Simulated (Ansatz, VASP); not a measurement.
## AgI in VASP and in Ansatz

```
Ag I
1.0
     4.65129    0.00000    0.00000
    -2.32565    4.02814    0.00000
     0.00000    0.00000    7.59785
Ag I
2 2
Direct
  0.33333 0.66667 0.00240
  0.66667 0.33333 0.50240
  0.33333 0.66667 0.37750
  0.66667 0.33333 0.87750
```

Alike in both runs: task single point; functional HSE06; k mesh 6 × 6 × 2; no spin polarisation.

```csv
,VASP,Ansatz
version,VASP 6.6.1,Ansatz 0.2.0
potentials or method,"VASP PAW PBE potentials, release 64 (Ag, I)","plane waves, PAW"
plane-wave cutoff (eV),400,420
occupations,"gaussian, width 0.01 eV",fixed
valence electrons in the cell,36,72
```

```csv
,VASP,Ansatz,Ansatz less VASP
gap on the k mesh at the Fermi level (eV),2.51,2.53,+0.025
pressure (GPa),0.3,0.5,+0.21
```

VASP's potentials hold 36 valence electrons a cell and Ansatz's 72, so a difference there can come from the potentials and not from the codes. Ansatz's warnings: stress exchange threshold loose, stress scf threshold loose.

Neither program's run includes spin-orbit coupling.
